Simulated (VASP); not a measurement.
Crystal: F.

```
F
1.0
     2.47285   -1.61043    0.00000
     2.47285    1.61043    0.00000
     0.00000    0.00000    6.54497
F
4
Direct
  0.90542 0.09458 0.09639
  0.59458 0.40542 0.59639
  0.40542 0.59458 0.40361
  0.09458 0.90542 0.90361
```

Base run:

| Item | Value |
| --- | --- |
| Program | VASP 6.6.1 |
| Functional | r2SCANh |
| Potentials or basis | VASP PAW PBE potentials, release 64 (F) |
| Cutoff | 580 eV |
| k mesh | 6 × 6 × 4 |
| Occupations | gaussian, width 0.01 eV |
| Spin | no spin polarisation |

Its results: band gap on the k mesh 5.21 eV; pressure 0.5 GPa; largest force 0.004 eV/Å.

Question: The run is repeated on the same cell with these changes: functional from r2SCANh to HF; cutoff from 580 eV to 520 eV; share of exact exchange from 0.1 to 1. What comes out?

Answer: Band gap on the k mesh 19.04 eV; pressure -4.1 GPa; largest force 2.756 eV/Å.

Caveats: the PAW data sets were made with another functional, which shifts forces and pressure a little; the cell stands under tension (at least some runs).

A k mesh can miss the band edges.
